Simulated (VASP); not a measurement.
# Ba (I4/mcm) in VASP: further runs

Ba is run at these levels: PBE; tasks: single point.

Everything below comes from runs of VASP 6.6.1. Logs are shortened: lines on timing, memory, paths and dates and some standing lists are left out, and cuts for length are marked.

### Step 1. The cell of the first run

It takes space group I4/mcm (No. 140, tetragonal). Conventional cell: a = 8.262 Å, b = 8.262 Å, c = 7.674 Å, α = 90.00°, β = 90.00°, γ = 90.00°. Within 5.5 Å of Ba (site symmetry m2m) lie 11 Ba at 4.15 to 4.87 Å.

### Step 2. Single point, PBE

File INCAR:

```
ALGO = Fast
EDIFF = 1E-7
ENCUT = 520
GGA = PE
ISIF = 2
ISMEAR = 0
LASPH = T
LCHARG = F
LREAL = F
LWAVE = F
NBANDS = 28
NELM = 60
PREC = Accurate
SIGMA = 0.1
```

File KPOINTS:

```
k-points
0
Gamma
  4 4 4
```

File POSCAR:

```
Ba
1.0
   -4.1311947479      4.1311947479      3.8367706453
    4.1311947479     -4.1311947479      3.8367706453
    4.1311947479      4.1311947479     -3.8367706453
Ba
4
Direct
    0.8181421100      0.6818578900      0.5000000000
    0.1818578900      0.3181421100      0.5000000000
    0.3181421100      0.8181421100      0.1362842200
    0.6818578900      0.1818578900      0.8637157800
```

Potentials or basis: VASP PAW PBE potentials, release 64 (Ba_sv).

Started as:

```
$ cat potpaw_PBE.64/Ba_sv/POTCAR > POTCAR
$ mpirun -np 1 vasp_std > vasp.out
```

OUTCAR:

```text
EDIFF = 1E-7
   ENCUT = 520
   GGA = PE
   ISIF = 2
   ISMEAR = 0
   LASPH = T
   LREAL = F
   NELM = 60
   PREC = Accurate

 ion  position               nearest neighbor table
   1  0.818  0.682  0.500-   2 4.15   2 4.15   2 4.25   4 4.28   3 4.28   3 4.28   4 4.28
   2  0.182  0.318  0.500-   1 4.15   1 4.15   1 4.25   4 4.28   3 4.28   3 4.28   4 4.28
   3  0.318  0.818  0.136-   4 4.15   4 4.15   4 4.25   1 4.28   2 4.28   1 4.28   2 4.28
   4  0.682  0.182  0.864-   3 4.15   3 4.15   3 4.25   1 4.28   2 4.28   1 4.28   2 4.28

  LATTYP: Found a body centered tetragonal cell.
 ALAT       =     8.2623894958
 C/A-ratio  =     0.9287314880

  Lattice vectors:

 A1 = (  -4.1311947479,   4.1311947479,   3.8367706453)
 A2 = (   4.1311947479,  -4.1311947479,   3.8367706453)
 A3 = (   4.1311947479,   4.1311947479,  -3.8367706453)

Analysis of symmetry for initial positions (statically):
=====================================================================
 Subroutine PRICEL returns:
 Original cell was already a primitive cell.

 Routine SETGRP: Setting up the symmetry group for a
 body centered tetragonal supercell.

 Subroutine GETGRP returns: Found 16 space group operations
 (whereof  8 operations were pure point group operations)
 out of a pool of 16 trial point group operations.

The static configuration has the point symmetry C_4h.
 The point group associated with its full space group is D_4h.

Analysis of symmetry for dynamics (positions and initial velocities):
=====================================================================
 Subroutine PRICEL returns:
 Original cell was already a primitive cell.

 Routine SETGRP: Setting up the symmetry group for a
 body centered tetragonal supercell.

 Subroutine GETGRP returns: Found 16 space group operations
 (whereof  8 operations were pure point group operations)
 out of a pool of 16 trial point group operations.

The dynamic configuration has the point symmetry C_4h.
 The point group associated with its full space group is D_4h.

 Subroutine INISYM returns: Found 16 space group operations
 (whereof  8 operations are pure point group operations),
 and found     1 'primitive' translations

----------------------------------------------------------------------------------------

                                     Primitive cell

  volume of cell :     261.9251

  direct lattice vectors                    reciprocal lattice vectors
    -4.131194748  4.131194748  3.836770645     0.000000000  0.121030363  0.130317928
     4.131194748 -4.131194748  3.836770645     0.121030363  0.000000000  0.130317928
     4.131194748  4.131194748 -3.836770645     0.121030363  0.121030363  0.000000000

  length of vectors
     6.989588620  6.989588620  6.989588620     0.177851374  0.177851374  0.171162781

  position of ions in fractional coordinates (direct lattice)
     0.818142110  0.681857890  0.500000000
     0.181857890  0.318142110  0.500000000
     0.318142110  0.818142110  0.136284220
     0.681857890  0.181857890  0.863715780

  ion indices of the primitive-cell ions
   primitive index   ion index
                 1           1
                 2           2
                 3           3
                 4           4

----------------------------------------------------------------------------------------

 KPOINTS: k-points

Automatic generation of k-mesh.
 Grid dimensions read from file:
 generate k-points for:    4    4    4

 Generating k-lattice:

  Cartesian coordinates                     Fractional coordinates (reciprocal lattice)
     0.000000000  0.030257591  0.032579482     0.250000000  0.000000000  0.000000000
     0.030257591  0.000000000  0.032579482     0.000000000  0.250000000  0.000000000
     0.030257591  0.030257591  0.000000000     0.000000000  0.000000000  0.250000000

  Length of vectors
     0.044462843  0.044462843  0.042790695

  Shift w.r.t. Gamma in fractional coordinates (k-lattice)
     0.000000000  0.000000000  0.000000000

 Subroutine IBZKPT returns following result:
 ===========================================

 Found     13 irreducible k-points:

 Following reciprocal coordinates:
            Coordinates               Weight
  0.000000  0.000000  0.000000      1.000000
  0.250000  0.000000  0.000000      8.000000
  0.500000  0.000000  0.000000      4.000000
  0.250000  0.250000  0.000000      8.000000
  0.500000  0.250000 -0.000000     16.000000
 -0.250000  0.250000  0.000000      4.000000
  0.500000  0.500000  0.000000      2.000000
  0.250000  0.250000  0.250000      2.000000
 -0.250000  0.250000  0.250000      4.000000
  0.500000  0.500000  0.250000      4.000000
 -0.250000  0.500000  0.250000      8.000000
 -0.250000 -0.250000  0.250000      2.000000
  0.500000  0.500000  0.500000      1.000000
   k-points           NKPTS =     13   k-points in BZ     NKDIM =     13   number of bands    NBANDS=     28
   number of dos      NEDOS =    301   number of ions     NIONS =      4
   total plane-waves  NPLWV = 157464
   dimension x,y,z NGX =    54 NGY =   54 NGZ =   54
   dimension x,y,z NGXF=   108 NGYF=  108 NGZF=  108
   ions per type =               4
   NGX,Y,Z   is equivalent  to a cutoff of  12.84, 12.84, 12.84 a.u.
   NGXF,Y,Z  is equivalent  to a cutoff of  25.69, 25.69, 25.69 a.u.
 SYSTEM =  unknown system
   PREC   = accura    normal or accurate (medium, high low for compatibility)
   ISTART =      0    job   : 0-new  1-cont  2-samecut
   ICHARG =      2    charge: 1-file 2-atom 10-const
   ISPIN  =      1    spin polarized calculation?
   LNONCOLLINEAR =      F non collinear calculations
   LSORBIT =      F    spin-orbit coupling
   LASPH  =      T    aspherical Exc in radial PAW
   ENCUT  =  520.0 eV  38.22 Ry    6.18 a.u.  13.00 13.00 13.00*2*pi/ulx,y,z
   NELM   =     60;   NELMIN=  2; NELMDL= -5     # of ELM steps
   EDIFF  = 0.1E-06   stopping-criterion for ELM
   LREAL  =      F    real-space projection
   EDIFFG = 0.1E-05   stopping-criterion for IOM
   NSW    =      0    number of steps for IOM
   IBRION =     -1    ionic relax: 0-MD 1-quasi-New 2-CG
   NFREE  =      0    steps in history (QN), initial steepest desc. (CG)
   ISIF   =      2    stress and relaxation
   ISYM   =      2    0-nonsym 1-usesym 2-fastsym
   POTIM  = 0.5000    time-step for ionic-motion
   TEBEG  =    0.0;   TEEND  =   0.0 temperature during run
   PSTRESS=    0.0 pullay stress
   NELECT =      40.0000    total number of electrons
   NUPDOWN=      -1.0000    fix difference up-down
   EMIN   =  10.00;   EMAX   =-10.00  energy-range for DOS
   EFERMI =   0.00;   METHOD = LEGACY
   ISMEAR =     0;   SIGMA  =   0.10  broadening in eV -4-tet -1-fermi 0-gaus
   EFERMI_NEDOS =   21; number of points for ismear=-14 and -15
   IALGO  =     68    algorithm
   IMIX   =      4    mixing-type and parameters
     AMIX     =   0.40;   BMIX     =  1.00
     AMIX_MAG =   1.60;   BMIX_MAG =  1.00
  volume/ion in A,a.u.               =      65.48       441.89
  Fermi-wavevector in a.u.,A,eV,Ry     =   0.875056  1.653616 10.418290  0.765723
  Thomas-Fermi vector in A             =   1.994673
   LORBIT       =      0    0 simple, 1 ext, 2 COOP (PROOUT), +10 PAW based schemes
   GGA     = PE    functional components
   LHFCALC =     F    Hartree Fock is set to
   AEXX    =    0.0000 exact exchange contribution
   IVDW    =     0    specifies the selected vdW correction
   LEPSILON=     F    determine dielectric tensor
   LRPA    =     F    only Hartree local field effects (RPA)
 non-spin polarized calculation
 RMM-DIIS sequential band-by-band and
 Gauss-broadening in eV      SIGMA  =   0.10
  energy-cutoff  :      520.00
  volume of cell :      261.93
 maximum number of plane-waves:      7098
 NGX is ok and might be reduce to    54
   NGX = 25   NGY = 25   NGZ = 25

 number of electron      40.0000001 magnetization

 Free energy of the ion-electron system (eV)
  ---------------------------------------------------
  ext. energy  EPLUGINS =         0.00000000
  ---------------------------------------------------
  free energy    TOTEN  =        -7.05669553 eV

  energy without entropy =       -7.03556423  energy(sigma->0) =       -7.04612988

 E-fermi :   1.5180     XC(G=0):  -7.2650

 val. band max:        1.4758431403   @ k =  -0.2500  -0.2500   0.2500
 cond. band min:       1.5184133155   @ k =  -0.2500   0.2500   0.2500
 fundamental gap:      0.0425701751
 Fermi energy:         1.5179900367

 k-point     1 :       0.0000    0.0000    0.0000
  band No.  band energies     occupation
      1     -27.5340      2.00000
      2     -27.4807      2.00000
      3     -27.4626      2.00000
      4     -27.4626      2.00000
      5     -12.9377      2.00000
      6     -12.8369      2.00000
[... 20 lines left out ...]
     27       3.0113      0.00000
     28       3.0882      0.00000

 k-point     2 :       0.2500    0.0000    0.0000
  band No.  band energies     occupation
      1     -27.5231      2.00000
      2     -27.4804      2.00000
      3     -27.4708      2.00000
      4     -27.4658      2.00000
      5     -12.9439      2.00000
      6     -12.8861      2.00000
[... 20 lines left out ...]
     27       2.9057      0.00000
     28       3.0183      0.00000

 k-point     3 :       0.5000    0.0000    0.0000
  band No.  band energies     occupation
      1     -27.4979      2.00000
      2     -27.4979      2.00000
      3     -27.4722      2.00000
      4     -27.4722      2.00000
      5     -12.9310      2.00000
      6     -12.9310      2.00000
[... 20 lines left out ...]
     27       2.7218      0.00000
     28       2.7220      0.00000

 k-point     4 :       0.2500    0.2500    0.0000
  band No.  band energies     occupation
      1     -27.5052      2.00000
      2     -27.4858      2.00000
      3     -27.4790      2.00000
      4     -27.4703      2.00000
      5     -12.9516      2.00000
      6     -12.8403      2.00000
[... 237 lines left out ...]
     27       3.0396      0.00000
     28       3.1316      0.00000

 k-point    12 :      -0.2500   -0.2500    0.2500
  band No.  band energies     occupation
      1     -27.5137      2.00000
      2     -27.4789      2.00000
      3     -27.4789      2.00000
      4     -27.4686      2.00000
      5     -12.9922      2.00000
      6     -12.8378      2.00000
[... 20 lines left out ...]
     27       3.3248      0.00000
     28       3.3751      0.00000

 k-point    13 :       0.5000    0.5000    0.5000
  band No.  band energies     occupation
      1     -27.4951      2.00000
      2     -27.4951      2.00000
      3     -27.4933      2.00000
      4     -27.4565      2.00000
      5     -12.9632      2.00000
      6     -12.9559      2.00000
[... 20 lines left out ...]
     27       2.8960      0.00000
     28       3.0535      0.00000

------------------------ aborting loop because EDIFF is reached ----------------------------------------

  FORCE on cell =-STRESS in cart. coord.  units (eV):
  Direction    XX          YY          ZZ          XY          YZ          ZX
  --------------------------------------------------------------------------------------
  -------------------------------------------------------------------------------------
  Total        0.0406889      0.0406889     -0.3356272      0.0000000     -0.0000000     -0.0000000
  in kB        0.2488913      0.2488913     -2.0530074      0.0000000     -0.0000000     -0.0000000
  external PRESSURE =      -0.5184082 kB  Pullay stress =       0.0000000 kB

 VOLUME and BASIS-vectors are now :
 -----------------------------------------------------------------------------
  energy-cutoff  :      520.00
  volume of cell :      261.93
      direct lattice vectors                 reciprocal lattice vectors
    -4.131194748  4.131194748  3.836770645     0.000000000  0.121030363  0.130317928
     4.131194748 -4.131194748  3.836770645     0.121030363  0.000000000  0.130317928
     4.131194748  4.131194748 -3.836770645     0.121030363  0.121030363  0.000000000

 POSITION                                       TOTAL-FORCE (eV/Angst)
 -----------------------------------------------------------------------------------
      1.50258      2.62861      3.83677        -0.072761      0.072761      0.000000
      2.62861      1.50258     -0.00000         0.072761     -0.072761      0.000000
      2.62861     -1.50258      3.83677         0.072761      0.072761     -0.000000
      1.50258      5.63378      0.00000        -0.072761     -0.072761      0.000000
 -----------------------------------------------------------------------------------
    total drift:                               -0.000000     -0.000000      0.000000

  FREE ENERGIE OF THE ION-ELECTRON SYSTEM (eV)
  ---------------------------------------------------
  free  energy   TOTEN  =        -7.0566955302 eV

  energy  without entropy=       -7.0355642271  energy(sigma->0) =       -7.04612988
```

It took 5.6 min on 1 thread of Intel Xeon Platinum 8259CL at 2.50GHz (Skylake/Cascade Lake), shared host; peak memory 0.41 GiB.

What came out:

* Free energy: -7.0567 eV
* Pressure: -0.1 GPa
* Largest force: 0.103 eV/Å
* Band gap on the k mesh: zero (band 20 reaches 1.71 eV, above the bottom of band 21 at 1.48 eV)

Forces in eV/Å, atoms in the order of the input:
```
Ba  -0.073  0.073  0.000
Ba   0.073 -0.073  0.000
Ba   0.073  0.073  0.000
Ba  -0.073 -0.073  0.000
```

Caveat: spin-orbit coupling is left out, which moves the levels of the heavy elements.

### Step 3. Single point, PBE

This run uses another cell than the first one, of 64.82 Å³/atom, 0.990 times its volume.

File INCAR:

```
SYSTEM = Ba
PREC = Accurate
ENCUT = 520
EDIFF = 1E-6
ISMEAR = 0
SIGMA = 0.1
LREAL = .FALSE.
LASPH = .TRUE.
NELM = 100
ALGO = Fast
ISIF = 2
LWAVE = .FALSE.
LCHARG = .TRUE.
GGA = PE
LELF = .TRUE.
LVHAR = .TRUE.
NBANDS = 28
```

File KPOINTS:

```
Automatic mesh
0
G
  8 8 8
  0 0 0
```

File POSCAR:

```
Ba
1.0
   -4.1425297379      4.1425297379      3.7774945896
    4.1425297379     -4.1425297379      3.7774945896
    4.1425297379      4.1425297379     -3.7774945896
Ba
4
Direct
    0.8234901477      0.6765098523      0.5000000000
    0.1765098523      0.3234901477      0.5000000000
    0.3234901477      0.8234901477      0.1469802955
    0.6765098523      0.1765098523      0.8530197045
```

Potentials or basis: VASP PAW PBE potentials, release 64 (Ba_sv).

Started as:

```
$ cat potpaw_PBE.64/Ba_sv/POTCAR > POTCAR
$ mpirun -np 1 vasp_std > vasp.out
```

Run time: 17 min. Hardware: 1 thread of Intel Xeon Platinum 8259CL at 2.50GHz (Skylake/Cascade Lake), shared host; peak memory 0.58 GiB.

Results (log left out):

- Free energy: -7.0892 eV
- Pressure: 0.1 GPa
- Largest force: 0.003 eV/Å
- Band gap on the k mesh: zero (band 20 reaches 1.77 eV, above the bottom of band 21 at 1.47 eV)

Forces in eV/Å, atoms in the order of the input:
```
Ba  -0.002  0.002  0.000
Ba   0.002 -0.002  0.000
Ba   0.002  0.002  0.000
Ba  -0.002 -0.002  0.000
```

Levels at points of the mesh, in eV from the Fermi level:
```
           k point  band 16  band 17  band 18  band 19  band 20  band 21  band 22  band 23  band 24  band 25
(0.00, 0.00, 0.00)   -13.92    -2.71    -0.43    -0.40    -0.14     0.21     0.21     0.88     1.19     1.42
(0.50, 0.00, 0.00)   -13.97    -1.17    -1.17    -0.52    -0.52     0.19     0.19     0.94     0.94     1.12
(0.50, 0.50, 0.00)   -13.94    -1.50    -1.05    -0.04    -0.02     0.05     0.11     0.11     1.06     1.11
(0.50, 0.50, 0.50)   -13.94    -0.96    -0.81    -0.81     0.14     0.26     0.59     0.59     0.82     1.09
```

Caveat: spin-orbit coupling is left out, which moves the levels of the heavy elements.
